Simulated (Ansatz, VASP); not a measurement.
## Rb in VASP and in Ansatz

Contents of INCAR:

```
ALGO = Normal ; EDIFF = 1E-6
ENCUT = 500 ; GGA = LIBXC
GGA_COMPAT = F ; ISIF = 2
ISMEAR = -4 ; ISPIN = 2
LASPH = T ; LCHARG = T
LELF = T ; LIBXC1 = GGA_X_B88
LIBXC2 = GGA_C_PBE ; LORBIT = 11
LREAL = F ; LVHAR = T
LWAVE = F ; MAGMOM = 0.5
NBANDS = 14 ; NELM = 200
PREC = Accurate ; SIGMA = 0.05
```

Contents of KPOINTS:

```
k-points
0
Gamma
  7 7 7
```

Contents of POSCAR:

```
Rb
1.0
   -3.1826514233      3.1826514233      2.9417138111
    3.1826514233     -3.1826514233      2.9417138111
    3.1826514233      3.1826514233     -2.9417138111
Rb
1
Direct
    0.0000000000      0.0000000000      0.0000000000
```

The input input.yaml:

```yaml
crystal:
  lattice:
    - [-3.1826514233, 3.1826514233, 2.9417138111]
    - [3.1826514233, -3.1826514233, 2.9417138111]
    - [3.1826514233, 3.1826514233, -2.9417138111]
  atoms:
    - { symbol: Rb, position: [0.0, 0.0, 0.0], spin: 0.5 }
kpoints:
  mp_grid: { grid: [7, 7, 7] }
  band_path:
    path:
      - [0.0, 0.0, 0.0]
      - [0.0, 0.0, 0.5]
      - [-0.5, 0.5, 0.5]
      - [0.0, 0.0, 0.0]
      - [0.4635810398, 0.4635810398, -0.4635810398]
      - [0.25, 0.25, 0.25]
      - [0.0, 0.5, 0.0]
      - [-0.4635810398, 0.5364189602, 0.4635810398]
    npoints: 10
scf:
  occupations: { method: tetrahedron_uncorrected }
hamiltonian:
  xc: { exchange: b88, correlation: pbe }
  pseudopotentials: { kind: all_electron, lapw: { basis_error: 0.002 } }
magnetization:
  spin_polarized: true
output:
  forces: true
  stress: true
  eigenvalues: true
```

Alike in both runs: functional b88 exchange, pbe correlation; k mesh 7 × 7 × 7; collinear spin.

|  | VASP | Ansatz |
| --- | --- | --- |
| version | VASP 6.6.1 | Ansatz 0.2.0 |
| potentials or method | VASP PAW PBE potentials, release 64 (Rb_sv), cutoff 500 eV | all-electron LAPW, scalar-relativistic |
| occupations | tetrahedron | tetrahedron-uncorrected |
| task | single point | band structure |

|  | VASP | Ansatz | Ansatz less VASP |
| --- | --- | --- | --- |
| gap on the k mesh at the Fermi level (eV) | none | none | - |
| pressure (GPa) | -0.3 | -0.3 | 0.00 |
| net moment per atom (μB) | 0.00 | 0.00 | 0.000 |

VASP's potentials were made for PBE, not for b88 exchange, pbe correlation. A gap of «none» marks a metal or a gap that the smearing closes. Ansatz ran all-electron here, and VASP with PAW potentials.
